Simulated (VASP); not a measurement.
# Nb (P6/mmm) in VASP: notebook, part 3 of 3

VASP 6.6.1. Earlier steps stand in the parts before.

## Step 6: Single point, r2SCAN (18.38 Å³/atom)

POSCAR

```
Nb
1.0
    4.8781457841      0.0000000000      0.0000000000
   -2.4390728921      4.2245981724      0.0000000000
    0.0000000000      0.0000000000      2.6755988071
Nb
3
Direct
    1.0000000000      0.0000000000      1.0000000000
    0.3333333333      0.6666666667      0.5000000000
    0.6666666667      0.3333333333      0.5000000000
```

INCAR.step1

```
PREC = Accurate
ENCUT = 520
ISMEAR = -1
SIGMA = 0.1
LREAL = F
LASPH = T
NELM = 60
NBANDS = 26
GGA = PE
ALGO = Normal
EDIFF = 1E-4
LWAVE = T
LCHARG = F
```

INCAR.step2

```
PREC = Accurate
ENCUT = 520
EDIFF = 1E-6
ISMEAR = -1
SIGMA = 0.1
LREAL = F
LASPH = T
NELM = 60
ALGO = Normal
ISIF = 2
LWAVE = F
LCHARG = F
METAGGA = R2SCAN
LMIXTAU = T
NBANDS = 26
ISTART = 1
```

KPOINTS

```
regular mesh
0
Gamma
  9 9 13
```

Potentials or basis: VASP PAW PBE potentials, release 64 (Nb_sv).

Run with:

```
$ cat potpaw_PBE.64/Nb_sv/POTCAR > POTCAR
$ cp INCAR.step1 INCAR
$ mpirun -np 1 vasp_std > vasp.out
$ cp INCAR.step2 INCAR
$ mpirun -np 1 vasp_std > vasp.out
```

OUTCAR:

```text
PREC = Accurate
   ENCUT = 520
   EDIFF = 1E-6
   ISMEAR = -1
   LREAL = F
   LASPH = T
   NELM = 60
   ISIF = 2
   METAGGA = R2SCAN
   ISTART = 1

 ion  position               nearest neighbor table
   1  0.000  0.000  0.000-
   2  0.333  0.667  0.500-   3 2.82   3 2.82   3 2.82
   3  0.667  0.333  0.500-   2 2.82   2 2.82   2 2.82

  LATTYP: Found a hexagonal cell.
 ALAT       =     4.8781457841
 C/A-ratio  =     0.5484868484

  Lattice vectors:

 A1 = (   4.8781457841,   0.0000000000,   0.0000000000)
 A2 = (  -2.4390728921,   4.2245981724,   0.0000000000)
 A3 = (   0.0000000000,   0.0000000000,   2.6755988071)

Analysis of symmetry for initial positions (statically):
=====================================================================
 Subroutine PRICEL returns:
 Original cell was already a primitive cell.

 Routine SETGRP: Setting up the symmetry group for a
 hexagonal supercell.

 Subroutine GETGRP returns: Found 24 space group operations
 (whereof 24 operations were pure point group operations)
 out of a pool of 24 trial point group operations.
[... 160 lines left out ...]
  free energy    TOTEN  =       -74.00840164 eV

  energy without entropy =      -73.91366503  energy(sigma->0) =      -73.96103333

 E-fermi :  11.0876     XC(G=0): -13.4794

 val. band max:       11.0862925472   @ k =   0.2222   0.2222   0.3077
 cond. band min:      11.0956151269   @ k =   0.3333   0.3333   0.4615
 fundamental gap:      0.0093225797
 Fermi energy:        11.0876317030

 k-point     1 :       0.0000    0.0000    0.0000
  band No.  band energies     occupation
      1     -45.3798      2.00000
      2     -45.1673      2.00000
      3     -45.1270      2.00000
      4     -21.0149      2.00000
      5     -21.0149      2.00000
      6     -20.7891      2.00000
[... 685 lines left out ...]
     25      14.7464      0.00000
     26      14.7465      0.00000

 [... further k-points ...]

------------------------ aborting loop because EDIFF is reached ----------------------------------------

  FORCE on cell =-STRESS in cart. coord.  units (eV):
  Direction    XX          YY          ZZ          XY          YZ          ZX
  --------------------------------------------------------------------------------------
  -------------------------------------------------------------------------------------
  Total        0.1083427      0.1083427     -0.3513240     -0.0000000     -0.0000000      0.0000000
  in kB        3.1481038      3.1481038    -10.2083904     -0.0000000     -0.0000000      0.0000000
  external PRESSURE =      -1.3040609 kB  Pullay stress =       0.0000000 kB

 VOLUME and BASIS-vectors are now :
 -----------------------------------------------------------------------------
  energy-cutoff  :      520.00
  volume of cell :       55.14
      direct lattice vectors                 reciprocal lattice vectors
     4.878145784  0.000000000  0.000000000     0.204995924  0.118354452  0.000000000
    -2.439072892  4.224598172  0.000000000     0.000000000  0.236708903  0.000000000
     0.000000000  0.000000000  2.675598807     0.000000000  0.000000000  0.373748111

 POSITION                                       TOTAL-FORCE (eV/Angst)
 -----------------------------------------------------------------------------------
      0.00000      0.00000      0.00000        -0.000000      0.000000      0.000000
     -0.00000      2.81640      1.33780        -0.000000      0.000000     -0.000000
      2.43907      1.40820      1.33780         0.000000     -0.000000      0.000000
 -----------------------------------------------------------------------------------
    total drift:                                0.000000      0.000000     -0.000000

  FREE ENERGIE OF THE ION-ELECTRON SYSTEM (eV)
  ---------------------------------------------------
  free  energy   TOTEN  =       -74.0084016351 eV

  energy  without entropy=      -73.9136650325  energy(sigma->0) =      -73.96103333
```

OUTCAR.step1:

```text
PREC = Accurate
   ENCUT = 520
   ISMEAR = -1
   LREAL = F
   LASPH = T
[... 920 lines left out ...]
      0.00000      0.00000      0.00000         0.000000      0.000000      0.000000
     -0.00000      2.81640      1.33780         0.000000      0.000000      0.000000
      2.43907      1.40820      1.33780        -0.000000     -0.000000      0.000000
 -----------------------------------------------------------------------------------
    total drift:                                0.000000      0.000000     -0.000000

  FREE ENERGIE OF THE ION-ELECTRON SYSTEM (eV)
  ---------------------------------------------------
  free  energy   TOTEN  =       -30.1024414365 eV

  energy  without entropy=      -30.0008005738  energy(sigma->0) =      -30.05162101
```

Wall time 2.3 min (1 thread of Intel Xeon 6975P-C (Granite Rapids), shared host); peak memory 0.22 GiB.

Results:

| Quantity | Value |
| --- | --- |
| Free energy | -74.0084 eV |
| Pressure | -0.1 GPa |
| Band gap on the k mesh | zero (an odd number of electrons rules out a gap without spin polarisation) |

Stress tensor (GPa, compression positive):
```
 0.31  0.00  0.00
 0.00  0.31  0.00
 0.00  0.00 -1.02
```

Levels at points of the mesh, in eV from the Fermi level:
```tsv
k point	band 18	band 19	band 20	band 21	band 22	band 23
(0.00, 0.00, 0.00)	-1.29	-1.29	-1.08	0.72	0.72	3.21
```

Caveat: the PAW data sets were made with another functional, which shifts forces and pressure a little.

## Step 7: Overview

| cell | k mesh | gap on the mesh (eV) | pressure (GPa) |
| --- | --- | --- | --- |
| a = 4.878, b = 4.878, c = 2.676 Å, angles 90.0, 90.0, 120.0°, 3 atoms | 8 × 8 × 11 | none | -0.2 |
| a = 4.675, b = 4.675, c = 2.564 Å, angles 90.0, 90.0, 120.0°, 3 atoms | 9 × 9 × 13 | none | 27.1 |
| a = 4.744, b = 4.744, c = 2.602 Å, angles 90.0, 90.0, 120.0°, 3 atoms | 9 × 9 × 13 | none | 16.2 |
| a = 4.812, b = 4.812, c = 2.639 Å, angles 90.0, 90.0, 120.0°, 3 atoms | 9 × 9 × 13 | none | 7.3 |
| a = 4.878, b = 4.878, c = 2.676 Å, angles 90.0, 90.0, 120.0°, 3 atoms | 9 × 9 × 13 | none | -0.1 |

Alike in all rows: task single point; level r2SCAN; potentials or basis VASP PAW PBE potentials, release 64 (Nb_sv); no spin polarisation; cutoff (eV) 520; smearing fermi-dirac 0.1 eV.

Caveats: the PAW data sets were made with another functional, which shifts forces and pressure a little; the cell stands under pressure (at least some runs).

Absolute energies hang on the potentials; compare differences alone.
